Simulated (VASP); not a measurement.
# K3Rb5Cl8 (P1) in VASP: single point with PBEsol

Aim: the single point of K3Rb5Cl8 with PBEsol.

Everything below comes from runs of VASP 6.6.1. Logs are shortened: lines on timing, memory, paths and dates and some standing lists are left out, and cuts for length are marked.

### Step 1. The cell of the first run

The typed cell holds 64 atoms: a = 12.879 Å, b = 12.879 Å, c = 12.879 Å, α = 90.00°, β = 90.00°, γ = 90.00°.

### Step 2. Single point, PBEsol

File INCAR:

```
  ALGO = Normal
  EDIFF = 1E-6
  ENCUT = 500
  GGA = PS
  GGA_COMPAT = F
  ISIF = 2
  ISMEAR = -1
  ISYM = -1
  LASPH = T
  LCHARG = T
  LELF = T
  LREAL = Auto
  LVHAR = T
  LWAVE = F
  NBANDS = 294
  NELM = 120
  PREC = Accurate
  SIGMA = 0.05
```

File KPOINTS:

```
explicit points
1
Reciprocal
  0.25000000   0.25000000   0.25000000 1
```

File POSCAR:

```
K3Rb5Cl8
1.0
   12.8792398663      0.0000000000      0.0000000000
    0.0000000000     12.8792398663      0.0000000000
    0.0000000000      0.0000000000     12.8792398663
Cl Rb K
32 20 12
Direct
    0.2503660000      0.9951730000      0.9948640000
    0.2545680000      0.9989470000      0.5046630000
    0.2545780000      0.5047840000      0.9993850000
    0.2549200000      0.5012350000      0.5008060000
    0.7490740000      0.9995830000      0.9996980000
    0.7438780000      0.9951560000      0.5005280000
    0.7439350000      0.5007700000      0.0000510000
    0.7434030000      0.5047580000      0.5001730000
    0.0000860000      0.2504200000      0.0002170000
    0.0045220000      0.2499930000      0.4999970000
    0.0044790000      0.7498290000      0.0002400000
    0.0000940000      0.7500930000      0.5000560000
    0.4991770000      0.2553530000      0.0002610000
    0.4951260000      0.2506130000      0.5000600000
    0.4950960000      0.7457100000      0.0003350000
    0.4983720000      0.7494550000      0.5000860000
    0.0001490000      0.9999560000      0.2502090000
    0.0053450000      0.9998130000      0.7498580000
    0.0052880000      0.5004000000      0.2499390000
    0.0058320000      0.5003120000      0.7502960000
    0.4989220000      0.9946650000      0.2549590000
    0.4947270000      0.9947560000      0.7455850000
    0.4946620000      0.5050850000      0.2505490000
    0.4943400000      0.5051630000      0.7497670000
    0.2499730000      0.2552490000      0.2550900000
    0.2501190000      0.2506180000      0.7452010000
    0.2543310000      0.7456190000      0.2514100000
    0.2543510000      0.7495260000      0.7488480000
    0.7497060000      0.2503350000      0.2507880000
    0.7498200000      0.2499510000      0.7494190000
    0.7441440000      0.7497360000      0.2551170000
    0.7441240000      0.7500560000      0.7452280000
    0.0008470000      0.9996300000      0.9994510000
    0.0007350000      0.9994780000      0.5006510000
    0.0016090000      0.5006380000      0.0001330000
    0.0014920000      0.5006210000      0.5000990000
    0.4986100000      0.9982330000      0.9995740000
    0.2501240000      0.2515290000      0.9992890000
    0.7491760000      0.2507520000      0.0001510000
    0.7482790000      0.2499350000      0.5000630000
    0.7475450000      0.7496110000      0.0002330000
    0.2505970000      0.9989340000      0.2513260000
    0.7484700000      0.9989390000      0.2512700000
    0.7485790000      0.9989090000      0.7490040000
    0.7477280000      0.5011300000      0.2506310000
    0.7477610000      0.5011270000      0.7495950000
    0.0009230000      0.2507340000      0.2506350000
    0.0016550000      0.2500210000      0.7495660000
    0.0007240000      0.7495880000      0.2507610000
    0.0014060000      0.7501050000      0.7495170000
    0.4987020000      0.2513920000      0.2512820000
    0.4982010000      0.2506960000      0.7490230000
    0.4978940000      0.9971670000      0.5009420000
    0.4971800000      0.5026360000      0.0001430000
    0.4971870000      0.5026840000      0.5001630000
    0.2512860000      0.2510640000      0.5009570000
    0.2519040000      0.7485290000      0.9990650000
    0.2527750000      0.7491910000      0.5009990000
    0.7454840000      0.7500030000      0.5001100000
    0.2512680000      0.9981920000      0.7483340000
    0.2519830000      0.5018070000      0.2511210000
    0.2520230000      0.5018890000      0.7490790000
    0.4978720000      0.7484930000      0.2520180000
    0.4972380000      0.7492550000      0.7483280000
```

Potentials or basis: VASP PAW PBE potentials, release 64 (Cl, Rb_sv, K_sv).

Launch:

```console
cat potpaw_PBE.64/Cl/POTCAR potpaw_PBE.64/Rb_sv/POTCAR potpaw_PBE.64/K_sv/POTCAR > POTCAR
mpirun -np 1 vasp_std > vasp.out
```

OUTCAR:

```text
EDIFF = 1E-6
   ENCUT = 500
   GGA = PS
   ISIF = 2
   ISMEAR = -1
   ISYM = -1
   LASPH = T
   LREAL = Auto
   NELM = 120
   PREC = Accurate

 ion  position               nearest neighbor table
   1  0.250  0.995  0.995-  60 3.18  57 3.18  37 3.20  33 3.21  38 3.30  42 3.30
   2  0.255  0.999  0.505-  53 3.13  60 3.14  58 3.22  42 3.26  34 3.27
   3  0.255  0.505  0.999-  54 3.12  57 3.14  62 3.22  35 3.26  38 3.26
   4  0.255  0.501  0.501-  55 3.12  58 3.19  62 3.20  61 3.22  56 3.22  36 3.26
   5  0.749  1.000  1.000-  41 3.22  37 3.23  44 3.23  39 3.23  43 3.24  33 3.24
   6  0.744  0.995  0.501-  59 3.16  53 3.17  44 3.20  43 3.21  40 3.28  34 3.31
   7  0.744  0.501  0.000-  54 3.18  41 3.21  39 3.22  46 3.23  45 3.23  35 3.32
   8  0.743  0.505  0.500-  59 3.16  55 3.17  46 3.21  45 3.21  40 3.28  36 3.32
   9  0.000  0.250  0.000-  38 3.22  35 3.22  47 3.23  48 3.23  33 3.23  39 3.23
  10  0.005  0.250  0.500-  56 3.18  47 3.21  48 3.21  34 3.23  36 3.23  40 3.30
  11  0.004  0.750  0.000-  57 3.19  35 3.21  33 3.22  49 3.23  50 3.23  41 3.31
  12  0.000  0.750  0.500-  49 3.21  34 3.21  50 3.21  36 3.21
  13  0.499  0.255  0.000-  54 3.18  38 3.21  39 3.22  51 3.23  52 3.24  37 3.31
  14  0.495  0.251  0.500-  56 3.14  51 3.20  52 3.21  40 3.26
  15  0.495  0.746  0.000-  54 3.13  57 3.13  41 3.25  37 3.25
  16  0.498  0.749  0.500-  58 3.16  55 3.18  59 3.18  53 3.19  63 3.19  64 3.20
  17  0.000  1.000  0.250-  49 3.22  34 3.23  42 3.23  33 3.23  47 3.23  43 3.24
[... 43 lines left out ...]
  47  0.001  0.251  0.251-  25 3.21  10 3.21  19 3.22   9 3.23  17 3.23  29 3.24  36 4.55  35 4.56
                            38 4.56  56 4.56  34 4.57  42 4.57  40 4.57  61 4.57  39 4.57  33 4.57
  48  0.002  0.250  0.750-  26 3.20  10 3.21  18 3.22  20 3.22   9 3.23  30 3.24  38 4.54  56 4.54
                            34 4.55  36 4.55  33 4.56  35 4.56  60 4.57  62 4.57  40 4.58  39 4.58
  49  0.001  0.750  0.251-  19 3.21  12 3.21  17 3.22  11 3.23  27 3.27  31 3.31  36 4.54  61 4.54
                            42 4.55  35 4.55  34 4.55  33 4.57  45 4.57  43 4.57  58 4.57  57 4.58
  50  0.001  0.750  0.750-  12 3.21  18 3.22  20 3.22  11 3.23  28 3.26  32 3.31  60 4.53  34 4.54
                            62 4.54  36 4.54  33 4.55  58 4.55  57 4.55  35 4.55  44 4.57  46 4.58
  51  0.499  0.251  0.251-  25 3.20  14 3.20  29 3.23  13 3.23  23 3.27  21 3.31  56 4.53  61 4.53
                            40 4.54  45 4.54  55 4.56  42 4.56  38 4.56  39 4.57  43 4.57  54 4.58
  52  0.498  0.251  0.749-  26 3.20  14 3.21  13 3.24  30 3.24  24 3.28  22 3.30  56 4.51  62 4.53
                            38 4.54  40 4.54  60 4.55  46 4.55  55 4.56  53 4.57  39 4.57  44 4.57
  53  0.498  0.997  0.501-   2 3.13  22 3.15   6 3.17  21 3.17  16 3.19  42 4.53  44 4.54  43 4.56
                            52 4.57  40 4.58  51 4.59
  54  0.497  0.503  0.000-   3 3.12  15 3.13   7 3.18  13 3.18  24 3.23  23 3.23  41 4.53  38 4.54
                            45 4.56  46 4.56  51 4.58  52 4.58  39 4.59
  55  0.497  0.503  0.500-   4 3.12   8 3.17  16 3.18  24 3.22  23 3.22  46 4.55  45 4.55  51 4.56
                            52 4.56  40 4.59
  56  0.251  0.251  0.501-  14 3.14  26 3.15  25 3.17  10 3.18   4 3.22  52 4.51  51 4.53  48 4.54
                            36 4.55  47 4.56  42 4.57  34 4.57
  57  0.252  0.749  0.999-  15 3.13   3 3.14   1 3.18  11 3.19  28 3.22  37 4.52  35 4.54  50 4.55
                            33 4.57  42 4.58  49 4.58
  58  0.253  0.749  0.501-  16 3.16  28 3.19   4 3.19  27 3.21   2 3.22  42 4.55  36 4.55  50 4.55
                            49 4.57  34 4.57
  59  0.745  0.750  0.500-  31 3.16  32 3.16   6 3.16   8 3.16  16 3.18  43 4.53  44 4.53  45 4.54
                            46 4.54  49 4.60  34 4.60  50 4.60  36 4.60
  60  0.251  0.998  0.748-  22 3.14   2 3.14  18 3.17   1 3.18  28 3.20  50 4.53  34 4.54  37 4.54
                            52 4.55  48 4.57  33 4.57  38 4.59
  61  0.252  0.502  0.251-  23 3.13  27 3.14  25 3.18  19 3.18   4 3.22  51 4.53  49 4.54  36 4.55
                            35 4.57  38 4.57  47 4.57
  62  0.252  0.502  0.749-  24 3.12  20 3.17  28 3.19   4 3.20   3 3.22  26 3.24  52 4.53  50 4.54
                            36 4.55  38 4.56  35 4.57  48 4.57
  63  0.498  0.748  0.252-  23 3.14  27 3.14  21 3.17  31 3.17  16 3.19  45 4.53  42 4.53  43 4.56
                            41 4.57  37 4.57
  64  0.497  0.749  0.748-  28 3.13  24 3.14  22 3.16  32 3.18  16 3.20  46 4.54  37 4.56  44 4.56
                            41 4.57

IMPORTANT INFORMATION: All symmetrisations will be switched off!
NOSYMM: (Re-)initialisation of all symmetry stuff for point group C_1.

----------------------------------------------------------------------------------------

                                     Primitive cell

  volume of cell :    2136.3416

  direct lattice vectors                    reciprocal lattice vectors
    12.879239866  0.000000000  0.000000000     0.077644334  0.000000000  0.000000000
[... 151 lines left out ...]
   number of dos      NEDOS =    301   number of ions     NIONS =     64
   total plane-waves  NPLWV = 884736
   dimension x,y,z NGX =    96 NGY =   96 NGZ =   96
   dimension x,y,z NGXF=   192 NGYF=  192 NGZF=  192
   ions per type =              32  20  12
   NGX,Y,Z   is equivalent  to a cutoff of  12.39, 12.39, 12.39 a.u.
   NGXF,Y,Z  is equivalent  to a cutoff of  24.78, 24.78, 24.78 a.u.
 SYSTEM =  unknown system
   PREC   = accura    normal or accurate (medium, high low for compatibility)
   ISTART =      0    job   : 0-new  1-cont  2-samecut
   ICHARG =      2    charge: 1-file 2-atom 10-const
   ISPIN  =      1    spin polarized calculation?
   LNONCOLLINEAR =      F non collinear calculations
   LSORBIT =      F    spin-orbit coupling
   LASPH  =      T    aspherical Exc in radial PAW
   ENCUT  =  500.0 eV  36.75 Ry    6.06 a.u.  23.48 23.48 23.48*2*pi/ulx,y,z
   NELM   =    120;   NELMIN=  2; NELMDL= -5     # of ELM steps
   EDIFF  = 0.1E-05   stopping-criterion for ELM
   LREAL  =      T    real-space projection
   EDIFFG = 0.1E-04   stopping-criterion for IOM
   NSW    =      0    number of steps for IOM
   IBRION =     -1    ionic relax: 0-MD 1-quasi-New 2-CG
   NFREE  =      0    steps in history (QN), initial steepest desc. (CG)
   ISIF   =      2    stress and relaxation
   ISYM   =     -1    0-nonsym 1-usesym 2-fastsym
   POTIM  = 0.5000    time-step for ionic-motion
   TEBEG  =    0.0;   TEEND  =   0.0 temperature during run
   PSTRESS=    0.0 pullay stress
   NELECT =     512.0000    total number of electrons
   NUPDOWN=      -1.0000    fix difference up-down
   EMIN   =  10.00;   EMAX   =-10.00  energy-range for DOS
   EFERMI =   0.00;   METHOD = LEGACY
   ISMEAR =    -1;   SIGMA  =   0.05  broadening in eV -4-tet -1-fermi 0-gaus
   EFERMI_NEDOS =   21; number of points for ismear=-14 and -15
   IALGO  =     38    algorithm
   IMIX   =      4    mixing-type and parameters
     AMIX     =   0.40;   BMIX     =  1.00
     AMIX_MAG =   1.60;   BMIX_MAG =  1.00
  volume/ion in A,a.u.               =      33.38       225.26
  Fermi-wavevector in a.u.,A,eV,Ry     =   1.016891  1.921646 14.069352  1.034068
  Thomas-Fermi vector in A             =   2.150261
   LORBIT       =      0    0 simple, 1 ext, 2 COOP (PROOUT), +10 PAW based schemes
   GGA     = PS    functional components
   LHFCALC =     F    Hartree Fock is set to
   AEXX    =    0.0000 exact exchange contribution
   IVDW    =     0    specifies the selected vdW correction
   LEPSILON=     F    determine dielectric tensor
   LRPA    =     F    only Hartree local field effects (RPA)
 non-spin polarized calculation
  energy-cutoff  :      500.00
  volume of cell :     2136.34
 maximum number of plane-waves:     54324
 NGX is ok and might be reduce to    96
   NGX = 47   NGY = 47   NGZ = 47

 number of electron     511.9999999 magnetization

 Free energy of the ion-electron system (eV)
  ---------------------------------------------------
  ext. energy  EPLUGINS =         0.00000000
  ---------------------------------------------------
  free energy    TOTEN  =      -221.88628156 eV

  energy without entropy =     -221.88628156  energy(sigma->0) =     -221.88628156

 E-fermi :  -0.5575     XC(G=0):  -7.6652

 val. band max:       -1.9163832248   @ k =   0.2500   0.2500   0.2500
 cond. band min:       3.4564713630   @ k =   0.2500   0.2500   0.2500
 fundamental gap:      5.3728545878
 Fermi energy:        -0.5575107743

 k-point     1 :       0.2500    0.2500    0.2500
  band No.  band energies     occupation
      1     -29.0439      2.00000
      2     -28.9896      2.00000
      3     -28.9868      2.00000
      4     -28.9769      2.00000
      5     -28.9708      2.00000
      6     -28.9697      2.00000
[... 260 lines left out ...]
    267       4.8954      0.00000
    268       4.9021      0.00000
 [bands above 268 left out]

------------------------ aborting loop because EDIFF is reached ----------------------------------------

  FORCE on cell =-STRESS in cart. coord.  units (eV):
  Direction    XX          YY          ZZ          XY          YZ          ZX
  --------------------------------------------------------------------------------------
  -------------------------------------------------------------------------------------
  Total       -0.0908589      0.3029191      0.4938589     -0.0222856     -0.0082724     -0.0005380
  in kB       -0.0681408      0.2271781      0.3703759     -0.0167134     -0.0062040     -0.0004035
  external PRESSURE =       0.1764711 kB  Pullay stress =       0.0000000 kB

 VOLUME and BASIS-vectors are now :
 -----------------------------------------------------------------------------
  energy-cutoff  :      500.00
  volume of cell :     2136.34
      direct lattice vectors                 reciprocal lattice vectors
    12.879239866  0.000000000  0.000000000     0.077644334  0.000000000  0.000000000
     0.000000000 12.879239866  0.000000000     0.000000000  0.077644334  0.000000000
     0.000000000  0.000000000 12.879239866     0.000000000  0.000000000  0.077644334

 POSITION                                       TOTAL-FORCE (eV/Angst)
 -----------------------------------------------------------------------------------
      3.22452     12.81707     12.81309         0.002051      0.002856      0.001006
      3.27864     12.86568      6.49968        -0.002649     -0.000218     -0.002872
      3.27877      6.50123     12.87132        -0.001974     -0.002529     -0.000289
      3.28318      6.45553      6.45000        -0.001006     -0.000535     -0.000758
      9.64750     12.87387     12.87535         0.002522      0.001389      0.001029
      9.58058     12.81685      6.44642        -0.000903      0.002023     -0.000327
[... 56 lines left out ...]
      6.41221      9.64002      3.24580         0.001878      0.002343     -0.001465
      6.40405      9.64983      9.63790         0.002431      0.000880      0.002121
 -----------------------------------------------------------------------------------
    total drift:                               -0.000018     -0.010719     -0.003685

  FREE ENERGIE OF THE ION-ELECTRON SYSTEM (eV)
  ---------------------------------------------------
  free  energy   TOTEN  =      -221.8862815594 eV

  energy  without entropy=     -221.8862815593  energy(sigma->0) =     -221.88628156
```

Run time: 22 min. Hardware: 1 thread of Intel Xeon Platinum 8259CL at 2.50GHz (Skylake/Cascade Lake), shared host; peak memory 1.7 GiB.

What came out:

```
Free energy            : -221.8863 eV
Pressure               : 0.0 GPa
Largest force          : 0.005 eV/Å
Band gap on the k mesh : 5.37 eV
```

Forces in eV/Å, atoms in the order of the input:
```
Cl   0.002  0.003  0.001
Cl  -0.003  0.000 -0.003
Cl  -0.002 -0.003  0.000
Cl  -0.001 -0.001 -0.001
Cl   0.003  0.001  0.001
Cl  -0.001  0.002  0.000
Cl   0.004 -0.003  0.000
Cl  -0.002 -0.004 -0.001
Cl   0.000 -0.001 -0.001
Cl   0.001  0.000  0.000
Cl   0.001  0.001 -0.001
Cl   0.000 -0.001  0.000
Cl   0.002 -0.001 -0.001
Cl  -0.001 -0.002  0.001
Cl   0.002  0.004  0.000
Cl   0.003  0.001  0.000
Cl   0.000  0.000  0.000
Cl  -0.001  0.000  0.000
Cl  -0.001 -0.001  0.001
Cl  -0.003 -0.001 -0.001
Cl  -0.001  0.001 -0.001
Cl   0.002  0.002  0.002
Cl   0.001 -0.001  0.003
Cl  -0.001 -0.002 -0.002
Cl   0.000 -0.001  0.000
Cl  -0.001 -0.001 -0.001
Cl  -0.004  0.003 -0.002
Cl   0.000  0.000  0.001
Cl   0.000  0.000 -0.002
Cl   0.001  0.000  0.002
Cl  -0.002  0.000 -0.001
Cl  -0.001  0.000  0.004
Rb  -0.001  0.000  0.000
Rb  -0.001  0.001 -0.001
Rb  -0.003 -0.001  0.000
Rb  -0.003 -0.001  0.000
Rb   0.001  0.002  0.001
Rb   0.000 -0.002  0.001
Rb   0.001  0.000  0.000
Rb   0.002  0.000  0.000
Rb   0.002  0.000  0.000
Rb  -0.001  0.002 -0.002
Rb   0.001  0.001 -0.001
Rb   0.002  0.002  0.001
Rb   0.002 -0.001 -0.001
Rb   0.002 -0.001  0.001
Rb  -0.001  0.000  0.000
Rb  -0.002  0.000  0.001
Rb  -0.002  0.000 -0.001
Rb  -0.002  0.000  0.001
Rb   0.001 -0.001 -0.001
Rb   0.002  0.000  0.002
K    0.002  0.003 -0.001
K    0.003 -0.002  0.000
K    0.002 -0.002  0.000
K   -0.001  0.001 -0.001
K   -0.002  0.002  0.001
K   -0.002  0.001  0.000
K    0.001  0.001  0.000
K   -0.002  0.001  0.002
K   -0.002 -0.002 -0.001
K   -0.002 -0.002  0.002
K    0.002  0.002 -0.001
K    0.002  0.001  0.002
```

Levels at points of the mesh, in eV from the valence-band top:
| k point | band 253 | band 254 | band 255 | band 256 | band 257 | band 258 | band 259 | band 260 |
| --- | --- | --- | --- | --- | --- | --- | --- | --- |
| (0.25, 0.25, 0.25) | -0.05 | -0.05 | 0.00 | 0.00 | 5.37 | 6.12 | 6.13 | 6.15 |

Caveat: the PAW data sets were made with another functional, which shifts forces and pressure a little; a shifted mesh leaves out Γ, where band edges can lie. A k mesh can miss the band edges.
